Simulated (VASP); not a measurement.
Wanted: the native input for a VASP 6.6.1 run.

* Task: single point
* Functional: BLYP
* Dispersion: D3(BJ)
* Potentials or basis: VASP PAW PBE potentials, release 64 (Si, N)
* Cutoff: 520 eV
* k mesh: 7 × 7 × 7
* Occupations: fermi-dirac, width 0.05 eV
* Spin: no spin polarisation
* Dipole correction: no
* Further INCAR settings: ALGO = Normal; EDIFF = 1e-06; NBANDS = 25

The structure of Si3N4 lies in POSCAR:

```
Si3N4
1.0
    4.0981295209      0.0000000000      0.0000000000
    0.0000000000      4.0981295209      0.0000000000
    0.0000000000      0.0000000000      4.0981295209
Si N
3 4
Direct
    0.0000000000      0.0000000000      0.5000000000
    0.5000000000      0.0000000000      0.0000000000
    0.0000000000      0.5000000000      0.0000000000
    0.2400239484      0.2400239484      0.7599760516
    0.7599760516      0.7599760516      0.7599760516
    0.2400239484      0.7599760516      0.2400239484
    0.7599760516      0.2400239484      0.2400239484
```

The input as run:

INCAR

```
PREC = Accurate ; ENCUT = 520
EDIFF = 1E-6 ; ISMEAR = -1
SIGMA = 0.05 ; LREAL = False
LASPH = True ; NELM = 100
ALGO = Normal ; ISIF = 2
LWAVE = False ; LCHARG = False
GGA = B5 ; ALDAX = 1.0
AGGAX = 1.0 ; AGGAC = 1.0
ALDAC = 0.0 ; IVDW = 12
VDW_S6 = 1.0 ; VDW_S8 = 2.6996
VDW_A1 = 0.4298 ; VDW_A2 = 4.2359
NBANDS = 25
```

KPOINTS

```
Automatic mesh
0
Gamma
  7 7 7
```

Potentials or basis: VASP PAW PBE potentials, release 64 (Si, N).

Run with:

```sh
$ cat potpaw_PBE.64/Si/POTCAR potpaw_PBE.64/N/POTCAR > POTCAR
$ mpirun -np 1 vasp_std > vasp.out
```

Results of the run:

| Item | Value |
| --- | --- |
| Pressure | 0.6 GPa |
| Largest force | 0.015 eV/Å |
| Band gap on the k mesh | 3.02 eV, indirect (least direct gap 3.20 eV) |
| Dispersion energy per atom | -0.567 eV |

Caveat: the PAW data sets were made with another functional, which shifts forces and pressure a little.

Wall time 20 s on 1 thread of Intel(R) Xeon(R) 6975P-C (Granite Rapids), on a shared host, peak memory 0.18 GiB.
